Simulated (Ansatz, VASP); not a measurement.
SiC in VASP and in Ansatz

Contents of INCAR:

```
PREC = Accurate
ENCUT = 520
EDIFF = 1E-6
ISMEAR = -1
SIGMA = 0.02
LREAL = F
LASPH = T
NELM = 80
ALGO = Normal
ISIF = 2
LWAVE = F
LCHARG = F
GGA = PE
NBANDS = 11
```

File KPOINTS:

```
regular mesh
0
Gamma
  10 10 10
```

The input POSCAR:

```
SiC
1.0
   -0.0678959875      2.1972784576      2.1972784576
    2.1972784576     -0.0678959875      2.1972784576
    2.1972784576      2.1972784576     -0.0678959875
Si C
1 1
Direct
   -0.0010698463     -0.0010698463     -0.0010698463
    0.2510698463      0.2510698463      0.2510698463
```

Input for Ansatz:

```yaml
crystal:
  lattice:
    - [-0.0678959875, 2.1972784576, 2.1972784576]
    - [2.1972784576, -0.0678959875, 2.1972784576]
    - [2.1972784576, 2.1972784576, -0.0678959875]
  atoms:
    - { symbol: Si, position: [-0.0010698463, -0.0010698463, -0.0010698463] }
    - { symbol: C, position: [0.2510698463, 0.2510698463, 0.2510698463] }
kpoints:
  mp_grid: { grid: [10, 10, 10] }
  band_path:
    path:
      - [0.0, 0.0, 0.0]
      - [-0.5, -0.5, 0.0]
      - [-0.375, -0.375, 0.25]
      - [-0.375, 0.0, 0.375]
      - [0.0, 0.0, 0.5]
      - [-0.5, -0.25, 0.25]
      - [0.0, 0.5, 0.5]
    npoints: 1
hamiltonian:
  xc: pbe
scf:
  occupations: { method: fermi_dirac, width: 0.02 }
  n_extra_bands: 4
output:
  forces: true
  stress: true
  eigenvalues: true
```

Change from the starting cell: epitaxial_111 strain +4.0%.

Alike in both runs: task single point; functional PBE; k mesh 10 × 10 × 10; occupations fermi-dirac, width 0.02 eV; no spin polarisation.

```csv
,VASP,Ansatz
version,VASP 6.6.1,Ansatz 0.2.0
potentials or method,"VASP PAW PBE potentials, release 64 (Si, C)","plane waves, PAW"
plane-wave cutoff (eV),520,420
valence electrons in the cell,8,8
```

```tsv
	VASP	Ansatz	Ansatz less VASP
gap on the k mesh at the Fermi level (eV)	1.16	1.16	+0.004
pressure (GPa)	-10.3	-10.2	+0.02
traceless stress, the component that is largest in VASP (GPa)	6.65	6.62	-0.028
rms of the force components (eV/Å)	0.030	0.030	0.0000
```

Atom by atom the forces differ by 0.000 eV/Å (rms over components). The functional is the same, so the differences come from potentials, cutoffs and numerics.
